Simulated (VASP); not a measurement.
Set up this calculation in VASP 6.6.1, as the native input.

- Task: single point
- Functional: PBEsol
- Potentials or basis: VASP PAW PBE potentials, release 64 (Co, O)
- Cutoff: 520 eV
- k mesh: 16 × 16 × 16
- Occupations: gaussian, width 0.1 eV
- Spin: collinear spin, ferromagnetic start
- Starting moments: [0.54, 0.01] μB
- Fixed moment: 0.5 μB
- Dipole correction: no
- Further INCAR settings: ALGO = Normal; EDIFF = 1e-06; NBANDS = 18

The structure of CoO lies in POSCAR:

```
CoO
1.0
    2.5724609762      0.0000000000      0.0000000000
    0.0000000000      2.5724609762      0.0000000000
    0.0000000000      0.0000000000      2.5724609762
Co O
1 1
Direct
    0.0000000000      0.0000000000      0.0000000000
    0.5000000000      0.5000000000      0.5000000000
```

These files were run (other wordings do the same):

INCAR

```
PREC = Accurate
ENCUT = 520
EDIFF = 1E-6
ISMEAR = 0
SIGMA = 0.1
LREAL = F
LASPH = T
NELM = 150
ALGO = Normal
ISIF = 2
LWAVE = F
LCHARG = T
ISPIN = 2
MAGMOM = 0.54 0.01
LORBIT = 11
NUPDOWN = 0.5
LMAXMIX = 4
GGA = PS
LELF = T
LVHAR = T
NBANDS = 18
```

KPOINTS

```
Automatic mesh
0
Gamma
  16 16 16
```

Potentials or basis: VASP PAW PBE potentials, release 64 (Co, O).

Run with:

```console
$ cat potpaw_PBE.64/Co/POTCAR potpaw_PBE.64/O/POTCAR > POTCAR
$ mpirun -np 1 vasp_std > vasp.out
```

Results of the run:

```yaml
Pressure: -15.3 GPa
Net_moment: 0.50 μB per cell
Site_moments: Co +0.49; O +0.01 μB
Valence_electrons_inside_the_program's_atomic_spheres: Co 8.00; O 4.85
```

Caveat: the PAW data sets were made with another functional, which shifts forces and pressure a little; the total moment is fixed, so each spin has its own Fermi level; a cell with one magnetic atom can't hold antiferromagnetic order, which such compounds often take.

Wall time 70 s on 1 thread of Intel(R) Xeon(R) 6975P-C (Granite Rapids), on a shared host, peak memory 0.19 GiB.
